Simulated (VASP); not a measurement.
Here is a VASP 6.6.1 calculation.

The input POSCAR:

```
InAs
1.0
    0.0000000000      2.9324068542      3.1819837034
    2.9324068542      0.0000000000      3.1819837034
    2.9324068542      2.9324068542      0.0000000000
In As
1 1
Direct
    0.0000000000      0.0000000000      0.0000000000
    0.2500000000      0.2500000000      0.2500000000
```

The input INCAR.step1:

```
SYSTEM = InAs
ALGO = Normal
EDIFF = 1E-5
ENCUT = 560
GGA = PE
GGA_COMPAT = .False.
ISMEAR = -1
LASPH = .True.
LCHARG = .False.
LREAL = .False.
LWAVE = .True.
NBANDS = 21
NELM = 120
PREC = Accurate
SIGMA = 0.02
```

INCAR.step2

```
SYSTEM = InAs
ALGO = Normal
EDIFF = 1E-6
ENCUT = 560
GGA_COMPAT = .False.
ISIF = 2
ISMEAR = -1
ISTART = 1
LASPH = .True.
LCHARG = .False.
LMIXTAU = .True.
LREAL = .False.
LWAVE = .False.
METAGGA = R2SCAN
NBANDS = 21
NELM = 120
PREC = Accurate
SIGMA = 0.02
```

Contents of KPOINTS:

```
k-points
0
Gamma
  8 8 8
  0 0 0
```

Potentials or basis: VASP PAW PBE potentials, release 64 (In_d, As_d).

The run is started by

```sh
$ cat potpaw_PBE.64/In_d/POTCAR potpaw_PBE.64/As_d/POTCAR > POTCAR
$ cp INCAR.step1 INCAR
$ mpirun -np 1 vasp_std > vasp.out
$ cp INCAR.step2 INCAR
$ mpirun -np 1 vasp_std > vasp.out
```

Q: What does it give for the pressure?

A: 2.4 GPa.

Q: Estimate the band gap on the k mesh.

A: 0.11 eV.

Stress tensor (GPa, compression positive):
```
3.62 0.00 0.00
0.00 3.62 0.00
0.00 0.00 0.05
```

Caveat: the cell differs from its parent crystal (epitaxial xy strain -4.0%); semilocal functionals underestimate gaps, and a narrow one can read as zero; the PAW data sets were made with another functional, which shifts forces and pressure a little; spin-orbit coupling is left out, which moves the levels of the heavy elements.
